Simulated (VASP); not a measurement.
# CuO (Cc) in VASP: further runs

CuO is run at these levels: r2SCAN, PBE; tasks: single point.

All numbers are computed with VASP 6.6.1; they aren't measurements. Logs are shortened: lines on timing, memory, paths and dates and some standing lists are left out, and cuts for length are marked.

## Step 1: The cell of the first run

It takes space group Cc (No. 9, monoclinic). The conventional cell has a = 4.689 Å, b = 3.427 Å, c = 5.132 Å, α = 90.00°, β = 99.65°, γ = 90.00°. Cu (site symmetry 1) has 4 O at 1.91 to 2.02 Å within 2.5 Å. O (site symmetry 1) has 4 Cu at 1.91 to 2.02 Å within 2.5 Å.

## Step 2: Single point, r2SCAN

POSCAR

```
CuO
1.0
    2.3446497600     -1.7133998200      0.0000000000
    2.3446497600      1.7133998200      0.0000000000
   -0.8605499100      0.0000000000      5.0594394800
Cu O
2 2
Direct
    0.0032000000      0.4968000000      0.0000000000
    0.4968000000      0.0032000000      0.5000000000
    0.5714000000      0.4056000000      0.2537000000
    0.4056000000      0.5714000000      0.7537000000
```

INCAR.step1

```
ALGO = Normal ; EDIFF = 1E-4
ENCUT = 520 ; GGA = PE
ISMEAR = -1 ; LASPH = True
LCHARG = False ; LREAL = False
LWAVE = True ; NBANDS = 25
NELM = 100 ; PREC = Accurate
SIGMA = 0.05
```

INCAR.step2

```
ALGO = Normal ; EDIFF = 1E-6
ENCUT = 520 ; ISIF = 2
ISMEAR = -1 ; ISTART = 1
LASPH = True ; LCHARG = False
LMIXTAU = True ; LREAL = False
LWAVE = False ; METAGGA = R2SCAN
NBANDS = 25 ; NELM = 100
PREC = Accurate ; SIGMA = 0.05
```

KPOINTS

```
k-points
0
Gamma
  10 10 5
```

Potentials or basis: VASP PAW PBE potentials, release 64 (Cu, O).

Launch:

```
> cat potpaw_PBE.64/Cu/POTCAR potpaw_PBE.64/O/POTCAR > POTCAR
> cp INCAR.step1 INCAR
> mpirun -np 1 vasp_std > vasp.out
> cp INCAR.step2 INCAR
> mpirun -np 1 vasp_std > vasp.out
```

OUTCAR:

```text
EDIFF = 1E-6
   ENCUT = 520
   ISIF = 2
   ISMEAR = -1
   ISTART = 1
   LASPH = True
   LREAL = False
   METAGGA = R2SCAN
   NELM = 100
   PREC = Accurate

 ion  position               nearest neighbor table
   1  0.003  0.497  0.000-   4 1.91   3 1.93   4 1.98   3 2.02
   2  0.497  0.003  0.500-   3 1.91   4 1.93   3 1.98   4 2.02
   3  0.571  0.406  0.254-   2 1.91   1 1.93   2 1.98   1 2.02
   4  0.406  0.571  0.754-   1 1.91   2 1.93   1 1.98   2 2.02

  LATTYP: Found a base centered monoclinic cell.
 ALAT       =     4.6892995200
 B/A-ratio  =     0.7307700490
 C/A-ratio  =     1.0944283419
 COS(beta)  =    -0.1676798045

  Lattice vectors:

 A1 = (   2.3446497600,  -1.7133998200,   0.0000000000)
 A2 = (   2.3446497600,   1.7133998200,   0.0000000000)
 A3 = (  -0.8605499100,   0.0000000000,   5.0594394800)

Analysis of symmetry for initial positions (statically):
=====================================================================
 Subroutine PRICEL returns:
 Original cell was already a primitive cell.

 Routine SETGRP: Setting up the symmetry group for a
 base centered monoclinic supercell.

 Subroutine GETGRP returns: Found  2 space group operations
 (whereof  1 operations were pure point group operations)
 out of a pool of  4 trial point group operations.

The static configuration has the point symmetry C_1 .
 The point group associated with its full space group is C_1h.

Analysis of symmetry for dynamics (positions and initial velocities):
=====================================================================
 Subroutine PRICEL returns:
 Original cell was already a primitive cell.

 Routine SETGRP: Setting up the symmetry group for a
 base centered monoclinic supercell.

 Subroutine GETGRP returns: Found  2 space group operations
 (whereof  1 operations were pure point group operations)
 out of a pool of  4 trial point group operations.

The dynamic configuration has the point symmetry C_1 .
 The point group associated with its full space group is C_1h.

 Subroutine INISYM returns: Found  2 space group operations
 (whereof  1 operations are pure point group operations),
 and found     1 'primitive' translations

----------------------------------------------------------------------------------------

                                     Primitive cell

  volume of cell :      40.6508

  direct lattice vectors                    reciprocal lattice vectors
     2.344649760 -1.713399820  0.000000000     0.213251467 -0.291817470  0.036271514
     2.344649760  1.713399820  0.000000000     0.213251467  0.291817470  0.036271514
    -0.860549910  0.000000000  5.059439480     0.000000000  0.000000000  0.197650353

  length of vectors
     2.903983719  2.903983719  5.132102298     0.363248188  0.363248188  0.197650353

  position of ions in fractional coordinates (direct lattice)
     0.003200000  0.496800000  0.000000000
     0.496800000  0.003200000  0.500000000
     0.571400000  0.405600000  0.253700000
     0.405600000  0.571400000  0.753700000

  ion indices of the primitive-cell ions
   primitive index   ion index
                 1           1
                 2           2
                 3           3
                 4           4

----------------------------------------------------------------------------------------

 KPOINTS: k-points

Automatic generation of k-mesh.
 Grid dimensions read from file:
 generate k-points for:   10   10    5

 Generating k-lattice:

  Cartesian coordinates                     Fractional coordinates (reciprocal lattice)
     0.021325147 -0.029181747  0.003627151     0.100000000  0.000000000  0.000000000
     0.021325147  0.029181747  0.003627151     0.000000000  0.100000000  0.000000000
     0.000000000  0.000000000  0.039530071     0.000000000  0.000000000  0.200000000

  Length of vectors
     0.036324819  0.036324819  0.039530071

  Shift w.r.t. Gamma in fractional coordinates (k-lattice)
     0.000000000  0.000000000  0.000000000

 Subroutine IBZKPT returns following result:
 ===========================================

 Found    141 irreducible k-points:

 Following reciprocal coordinates:
            Coordinates               Weight
  0.000000  0.000000  0.000000      1.000000
  0.100000 -0.000000 -0.000000      4.000000
  0.200000 -0.000000 -0.000000      4.000000
  0.300000  0.000000  0.000000      4.000000
  0.400000  0.000000  0.000000      4.000000
  0.500000  0.000000 -0.000000      2.000000
[... 16 lines left out ...]
  0.300000  0.300000  0.000000      2.000000
  0.400000  0.300000 -0.000000      4.000000
 [... further k-points ...]
   k-points           NKPTS =    141   k-points in BZ     NKDIM =    141   number of bands    NBANDS=     25
   number of dos      NEDOS =    301   number of ions     NIONS =      4
   total plane-waves  NPLWV =  23040
   dimension x,y,z NGX =    24 NGY =   24 NGZ =   40
   dimension x,y,z NGXF=    48 NGYF=   48 NGZF=   80
   ions per type =               2   2
   NGX,Y,Z   is equivalent  to a cutoff of  13.74, 13.74, 12.96 a.u.
   NGXF,Y,Z  is equivalent  to a cutoff of  27.48, 27.48, 25.91 a.u.
 SYSTEM =  unknown system
   PREC   = accura    normal or accurate (medium, high low for compatibility)
   ISTART =      1    job   : 0-new  1-cont  2-samecut
   ICHARG =      0    charge: 1-file 2-atom 10-const
   ISPIN  =      1    spin polarized calculation?
   LNONCOLLINEAR =      F non collinear calculations
   LSORBIT =      F    spin-orbit coupling
   LASPH  =      T    aspherical Exc in radial PAW
   ENCUT  =  520.0 eV  38.22 Ry    6.18 a.u.   5.40  5.40  9.54*2*pi/ulx,y,z
   NELM   =    100;   NELMIN=  2; NELMDL=  0     # of ELM steps
   EDIFF  = 0.1E-05   stopping-criterion for ELM
   LREAL  =      F    real-space projection
   EDIFFG = 0.1E-04   stopping-criterion for IOM
   NSW    =      0    number of steps for IOM
   IBRION =     -1    ionic relax: 0-MD 1-quasi-New 2-CG
   NFREE  =      0    steps in history (QN), initial steepest desc. (CG)
   ISIF   =      2    stress and relaxation
   ISYM   =      2    0-nonsym 1-usesym 2-fastsym
   POTIM  = 0.5000    time-step for ionic-motion
   TEBEG  =    0.0;   TEEND  =   0.0 temperature during run
   PSTRESS=    0.0 pullay stress
   NELECT =      34.0000    total number of electrons
   NUPDOWN=      -1.0000    fix difference up-down
   EMIN   =  10.00;   EMAX   =-10.00  energy-range for DOS
   EFERMI =   0.00;   METHOD = LEGACY
   ISMEAR =    -1;   SIGMA  =   0.05  broadening in eV -4-tet -1-fermi 0-gaus
   EFERMI_NEDOS =   21; number of points for ismear=-14 and -15
   IALGO  =     38    algorithm
   IMIX   =      4    mixing-type and parameters
     AMIX     =   0.40;   BMIX     =  1.00
     AMIX_MAG =   1.60;   BMIX_MAG =  1.00
  volume/ion in A,a.u.               =      10.16        68.58
  Fermi-wavevector in a.u.,A,eV,Ry     =   1.542451  2.914810 32.370379  2.379156
  Thomas-Fermi vector in A             =   2.648254
   LORBIT       =      0    0 simple, 1 ext, 2 COOP (PROOUT), +10 PAW based schemes
   METAGGA = R2SCAN    functional components
   LHFCALC =     F    Hartree Fock is set to
   AEXX    =    0.0000 exact exchange contribution
   IVDW    =     0    specifies the selected vdW correction
   LEPSILON=     F    determine dielectric tensor
   LRPA    =     F    only Hartree local field effects (RPA)
 non-spin polarized calculation
  energy-cutoff  :      520.00
  volume of cell :       40.65
 maximum number of plane-waves:      1129
 NGX is ok and might be reduce to    24
   NGX = 11   NGY = 11   NGZ = 19

 number of electron      33.9999999 magnetization

 Free energy of the ion-electron system (eV)
  ---------------------------------------------------
  ext. energy  EPLUGINS =         0.00000000
  ---------------------------------------------------
  free energy    TOTEN  =       -36.33343104 eV

  energy without entropy =      -36.31504546  energy(sigma->0) =      -36.32423825

 E-fermi :   5.4914     XC(G=0): -12.5995

 val. band max:        5.4897658075   @ k =  -0.2000   0.3000   0.4000
 cond. band min:       5.4971382905   @ k =   0.3000   0.2000   0.4000
 fundamental gap:      0.0073724830
 Fermi energy:         5.4913951312

 k-point     1 :       0.0000    0.0000    0.0000
  band No.  band energies     occupation
      1     -15.5640      2.00000
      2     -14.2943      2.00000
      3      -2.8541      2.00000
      4      -0.2525      2.00000
      5       0.1003      2.00000
      6       1.9158      2.00000
[... 17 lines left out ...]
     24      22.5709      0.00000
     25      22.9114      0.00000

 k-point     2 :       0.1000   -0.0000   -0.0000
  band No.  band energies     occupation
      1     -15.4993      2.00000
      2     -14.2733      2.00000
      3      -2.7451      2.00000
      4      -0.2716      2.00000
      5       0.0743      2.00000
      6       1.1938      2.00000
[... 17 lines left out ...]
     24      22.0747      0.00000
     25      23.1427      0.00000

 k-point     3 :       0.2000   -0.0000   -0.0000
  band No.  band energies     occupation
      1     -15.3242      2.00000
      2     -14.2178      2.00000
      3      -2.4536      2.00000
      4      -0.3455      2.00000
      5      -0.0375      2.00000
      6       0.1836      2.00000
[... 17 lines left out ...]
     24      21.2555      0.00000
     25      22.7269      0.00000

 k-point     4 :       0.3000    0.0000    0.0000
  band No.  band energies     occupation
      1     -15.0949      2.00000
      2     -14.1482      2.00000
      3      -2.0868      2.00000
      4      -0.9579      2.00000
      5      -0.4304      2.00000
      6       0.0839      2.00000
[... 17 lines left out ...]
     24      20.1297      0.00000
     25      22.3379      0.00000

 k-point     5 :       0.4000    0.0000    0.0000
  band No.  band energies     occupation
      1     -14.8966      2.00000
      2     -14.0918      2.00000
      3      -1.8180      2.00000
      4      -1.6435      2.00000
      5      -0.4717      2.00000
      6       0.0940      2.00000
[... 17 lines left out ...]
     24      19.2265      0.00000
     25      21.9857      0.00000

 k-point     6 :       0.5000    0.0000   -0.0000
  band No.  band energies     occupation
      1     -14.8174      2.00000
      2     -14.0704      2.00000
      3      -1.9459      2.00000
      4      -1.6647      2.00000
      5      -0.4715      2.00000
      6       0.0954      2.00000
[... 17 lines left out ...]
     24      18.8932      0.00000
     25      21.8359      0.00000
[... 393 lines left out ...]
 k-point    21 :      -0.3000    0.2000    0.0000
  band No.  band energies     occupation
      1     -14.8357      2.00000
      2     -14.0682      2.00000
      3      -1.6623      2.00000
      4      -1.0753      2.00000
      5      -0.5026      2.00000
      6      -0.1207      2.00000
[... 17 lines left out ...]
     24      19.4588      0.00000
     25      20.0065      0.00000

 k-point    22 :      -0.2000    0.2000    0.0000
  band No.  band energies     occupation
      1     -15.0424      2.00000
      2     -14.1235      2.00000
      3      -1.9914      2.00000
      4      -0.5164      2.00000
      5      -0.4251      2.00000
      6      -0.1332      2.00000
[... 17 lines left out ...]
     24      20.0564      0.00000
     25      20.2575      0.00000

 k-point    23 :       0.3000    0.3000    0.0000
  band No.  band energies     occupation
      1     -14.8042      2.00000
      2     -14.0968      2.00000
      3      -1.5190      2.00000
      4      -1.0460      2.00000
      5      -0.0601      2.00000
      6      -0.0219      2.00000
[... 17 lines left out ...]
     24      20.8798      0.00000
     25      21.0661      0.00000

 k-point    24 :       0.4000    0.3000   -0.0000
  band No.  band energies     occupation
      1     -14.6268      2.00000
      2     -14.0508      2.00000
      3      -1.5381      2.00000
      4      -1.2318      2.00000
      5      -0.2834      2.00000
      6      -0.0613      2.00000
[... 17 lines left out ...]
     24      19.6189      0.00000
     25      20.6730      0.00000

 [... further k-points ...]

------------------------ aborting loop because EDIFF is reached ----------------------------------------

  FORCE on cell =-STRESS in cart. coord.  units (eV):
  Direction    XX          YY          ZZ          XY          YZ          ZX
  --------------------------------------------------------------------------------------
  -------------------------------------------------------------------------------------
  Total       -0.1468005      0.2186868     -0.3105321      0.0000000      0.0000000     -0.3234038
  in kB       -5.7858751      8.6191419    -12.2390596      0.0000000      0.0000000    -12.7463727
  external PRESSURE =      -3.1352643 kB  Pullay stress =       0.0000000 kB

 VOLUME and BASIS-vectors are now :
 -----------------------------------------------------------------------------
  energy-cutoff  :      520.00
  volume of cell :       40.65
      direct lattice vectors                 reciprocal lattice vectors
     2.344649760 -1.713399820  0.000000000     0.213251467 -0.291817470  0.036271514
     2.344649760  1.713399820  0.000000000     0.213251467  0.291817470  0.036271514
    -0.860549910  0.000000000  5.059439480     0.000000000  0.000000000  0.197650353

 POSITION                                       TOTAL-FORCE (eV/Angst)
 -----------------------------------------------------------------------------------
      1.17232      0.84573      0.00000        -0.634936      0.349314      0.249869
      0.74205     -0.84573      2.52972        -0.634936     -0.349314      0.249869
      2.07240     -0.28408      1.28358         0.634936      0.290123     -0.249869
      1.64213      0.28408      3.81330         0.634936     -0.290123     -0.249869
 -----------------------------------------------------------------------------------
    total drift:                               -0.014713      0.000000     -0.001844

  FREE ENERGIE OF THE ION-ELECTRON SYSTEM (eV)
  ---------------------------------------------------
  free  energy   TOTEN  =       -36.3334310385 eV

  energy  without entropy=      -36.3150454597  energy(sigma->0) =      -36.32423825
```

Run time: 7.9 min. Hardware: 1 thread of Intel Xeon 8259CL, shared host; peak memory 0.26 GiB.

Results:

| Quantity | Value |
| --- | --- |
| Free energy | -36.3334 eV |
| Pressure | -0.3 GPa |
| Largest force | 0.767 eV/Å |
| Band gap on the k mesh | zero (bands 17 and 18 overlap by 0.59 eV) |

Forces in eV/Å, atoms in the order of the input:
```
Cu  -0.635  0.349  0.250
Cu  -0.635 -0.349  0.250
O    0.635  0.290 -0.250
O    0.635 -0.290 -0.250
```

Caveat: the PAW data sets were made with another functional, which shifts forces and pressure a little; semilocal functionals often make such compounds metallic where correlation or magnetic order opens a gap, which also shifts bond lengths. With open d or f shells a metallic result of r2SCAN can be an artefact of self-interaction; +U or a hybrid may open a gap.

## Step 3: Single point, PBE

INCAR

```
PREC = Accurate
ENCUT = 520
EDIFF = 1E-7
ISMEAR = -1
SIGMA = 0.05
LREAL = False
LASPH = True
NELM = 80
ALGO = Normal
ISIF = 2
LWAVE = False
LCHARG = False
GGA = PE
NBANDS = 25
```

KPOINTS

```
Automatic mesh
0
Gamma
  6 6 3
```

POSCAR is that of step 2.

Potentials or basis: VASP PAW PBE potentials, release 64 (Cu, O).

Launch:

```
> cat potpaw_PBE.64/Cu/POTCAR potpaw_PBE.64/O/POTCAR > POTCAR
> mpirun -np 1 vasp_std > vasp.out
```

Wall time 57 s (1 thread of Intel Xeon 8259CL, shared host); peak memory 0.17 GiB.

Results (log left out):

```yaml
Free_energy: -19.4728 eV
Pressure: 6.4 GPa
Largest_force: 0.768 eV/Å
Band_gap_on_the_k_mesh: zero (bands 17 and 18 overlap by 0.47 eV)
```

Forces in eV/Å, atoms in the order of the input:
```
Cu  -0.626  0.367  0.253
Cu  -0.626 -0.367  0.253
O    0.626  0.264 -0.253
O    0.626 -0.264 -0.253
```

Stress tensor (GPa, compression positive):
```
 6.15  0.00 -1.80
 0.00  7.00  0.00
-1.80  0.00  6.15
```

Levels at points of the mesh, in eV from the Fermi level:
```csv
k point,band 13,band 14,band 15,band 16,band 17,band 18,band 19,band 20,band 21,band 22
"(0.00, 0.00, 0.00)",-2.34,-2.25,-2.16,-1.68,0.20,0.89,1.69,6.04,8.14,13.34
"(0.50, 0.00, 0.00)",-2.08,-1.62,-1.51,-1.42,-0.05,0.27,4.89,6.30,6.93,11.09
"(0.50, 0.50, 0.00)",-2.16,-2.14,-1.70,-1.25,-0.67,1.04,3.37,7.04,8.55,9.98
```

Caveat: the k points lie up to 0.41 Å⁻¹ apart; semilocal functionals underestimate gaps, and a narrow one can read as zero; semilocal functionals often make such compounds metallic where correlation or magnetic order opens a gap, which also shifts bond lengths. With open d or f shells a metallic result of PBE can be an artefact of self-interaction; +U or a hybrid may open a gap.

## Step 4: Single point, PBE

This run uses another cell than the first one, of 9.55 Å³/atom.

INCAR

```
SYSTEM = CuO
PREC = Accurate ; ENCUT = 520
EDIFF = 1E-7 ; ISMEAR = -1
SIGMA = 0.05 ; LREAL = .False.
LASPH = .True. ; NELM = 100
ALGO = Normal ; ISIF = 2
LWAVE = .False. ; LCHARG = .True.
GGA = PE ; LELF = .True.
LVHAR = .True. ; NBANDS = 25
```

KPOINTS

```
Automatic mesh
0
Gamma
  10 10 5
  0 0 0
```

POSCAR

```
CuO
1.0
    2.2967863347     -1.6784226623      0.0000000000
    2.2967863347      1.6784226623      0.0000000000
   -0.8429827377      0.0000000000      4.9561566325
Cu O
2 2
Direct
    0.0032000000      0.4968000000      0.0000000000
    0.4968000000      0.0032000000      0.5000000000
    0.5714000000      0.4056000000      0.2537000000
    0.4056000000      0.5714000000      0.7537000000
```

Launch:

```
> cat potpaw_PBE.64/Cu/POTCAR potpaw_PBE.64/O/POTCAR > POTCAR
> mpirun -np 1 vasp_std > vasp.out
```

Run time: 3.5 min. Hardware: 1 thread of Intel Xeon 8259CL, shared host; peak memory 0.24 GiB.

The run converged. Its results:

```yaml
Free_energy: -19.2909 eV
Pressure: 19.9 GPa
Largest_force: 0.995 eV/Å
Band_gap_on_the_k_mesh: zero (bands 17 and 18 overlap by 0.60 eV)
```

Forces on the atoms (eV/Å):
```
Cu  -0.809  0.479  0.325
Cu  -0.809 -0.479  0.325
O    0.809  0.054 -0.325
O    0.809 -0.054 -0.325
```

Stress tensor (GPa, compression positive):
```
20.42  0.00 -3.78
 0.00 17.46  0.00
-3.78  0.00 21.72
```

Levels at points of the mesh, in eV from the Fermi level:
```
           k point  band 13  band 14  band 15  band 16  band 17  band 18  band 19  band 20  band 21  band 22
(0.00, 0.00, 0.00)    -2.54    -2.42    -2.33    -1.79     0.22     0.97     1.94     6.12     8.53    13.62
(0.50, 0.00, 0.00)    -2.23    -1.74    -1.63    -1.52    -0.03     0.29     4.89     6.58     7.24    11.44
(0.50, 0.50, 0.00)    -2.33    -2.31    -1.73    -1.33    -0.71     1.14     3.21     7.29     8.67    10.49
```

Caveat: the cell stands under pressure; semilocal functionals often make such compounds metallic where correlation or magnetic order opens a gap, which also shifts bond lengths.

## Step 5: The runs side by side

| level | cell | k mesh | gap on the mesh (eV) | pressure (GPa) | largest force (eV/Å) |
| --- | --- | --- | --- | --- | --- |
| r2SCAN | a = 2.904, b = 2.904, c = 5.132 Å, angles 97.8, 97.8, 72.3°, 4 atoms | 10 × 10 × 5 | none | -0.3 | 0.77 |
| PBE | a = 2.904, b = 2.904, c = 5.132 Å, angles 97.8, 97.8, 72.3°, 4 atoms | 6 × 6 × 3 | none | 6.4 | 0.77 |
| PBE | a = 2.845, b = 2.845, c = 5.027 Å, angles 97.8, 97.8, 72.3°, 4 atoms | 10 × 10 × 5 | none | 19.9 | 0.99 |

Alike in all rows: task single point; potentials or basis VASP PAW PBE potentials, release 64 (Cu, O); no spin polarisation; cutoff (eV) 520; smearing fermi-dirac 0.05 eV.

Caveats: some runs use coarse meshes; semilocal functionals often make such compounds metallic where correlation or magnetic order opens a gap, which also shifts bond lengths; the PAW data sets were made with another functional, which shifts forces and pressure a little (at least some runs); semilocal functionals underestimate gaps, and a narrow one can read as zero (at least some runs); the cell stands under pressure (at least some runs).

Absolute energies hang on the potentials; compare differences alone.

The gap in the log of VASP goes by the Fermi energy; the results here count the filled bands.